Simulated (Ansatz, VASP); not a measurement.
**One calculation of Mg2Si, two programs**

File POSCAR:

```
Mg2Si
1.0
    0.0000000000      3.1689631868      3.1689631868
    3.1689631868      0.0000000000      3.1689631868
    3.1689631868      3.1689631868      0.0000000000
Si Mg
1 2
Direct
    0.0000000000      0.0000000000      0.0000000000
    0.2500000000      0.2500000000      0.2500000000
    0.7500000000      0.7500000000      0.7500000000
```

Contents of INCAR.step1:

```
SYSTEM = Mg2Si
ALGO = Normal
EDIFF = 1E-5
ENCUT = 660
GGA = PE
GGA_COMPAT = .False.
ISMEAR = 0
LASPH = .True.
LCHARG = .False.
LREAL = .False.
LWAVE = .True.
NBANDS = 11
NELM = 120
PREC = Accurate
SIGMA = 0.01
```

Contents of INCAR.step2:

```
SYSTEM = Mg2Si
ALGO = Normal
EDIFF = 1E-6
ENCUT = 660
GGA_COMPAT = .False.
ISIF = 2
ISMEAR = 0
ISTART = 1
LASPH = .True.
LCHARG = .True.
LELF = .True.
LMIXTAU = .True.
LREAL = .False.
LVHAR = .True.
LWAVE = .False.
METAGGA = R2SCAN
NBANDS = 11
NELM = 120
PREC = Accurate
SIGMA = 0.01
```

Contents of KPOINTS:

```
k-points
0
Gamma
  8 8 8
  0 0 0
```

Input for Ansatz:

```yaml
crystal:
  lattice:
    - [0.0, 3.1689631868, 3.1689631868]
    - [3.1689631868, 0.0, 3.1689631868]
    - [3.1689631868, 3.1689631868, 0.0]
  atoms:
    - { symbol: Si, position: [0.0, 0.0, 0.0] }
    - { symbol: Mg, position: [0.25, 0.25, 0.25] }
    - { symbol: Mg, position: [0.75, 0.75, 0.75] }
kpoints:
  mp_grid: { grid: [8, 8, 8] }
  band_path:
    path:
      - [0.0, 0.0, 0.0]
      - [0.5, 0.0, 0.5]
      - [0.625, 0.25, 0.625]
      - [0.375, 0.375, 0.75]
      - [0.5, 0.5, 0.5]
      - [0.5, 0.25, 0.75]
      - [0.0, 0.5, 0.5]
    npoints: 1
hamiltonian:
  xc: r2scan
scf:
  occupations: { method: fixed }
  n_extra_bands: 4
output:
  forces: true
  stress: true
  eigenvalues: true
```

Alike in both runs: task single point; functional r2SCAN; k mesh 8 × 8 × 8; no spin polarisation.

```csv
,VASP,Ansatz
version,VASP 6.6.1,Ansatz 0.2.0
potentials or method,"VASP PAW PBE potentials, release 64 (Si, Mg)","plane waves, PAW"
plane-wave cutoff (eV),660,500
occupations,"gaussian, width 0.01 eV",fixed
valence electrons in the cell,8,24
```

VASP gave:

- gap on the k mesh at the Fermi level (eV): 0.45
- pressure (GPa): -0.3

Question: Which values does Ansatz return?

Answer: gap on the k mesh at the Fermi level (eV): 0.45; pressure (GPa): 0.0.

VASP's potentials were made for PBE, not for r2SCAN. VASP's potentials hold 8 valence electrons a cell and Ansatz's 24, so a difference there can come from the potentials and not from the codes.
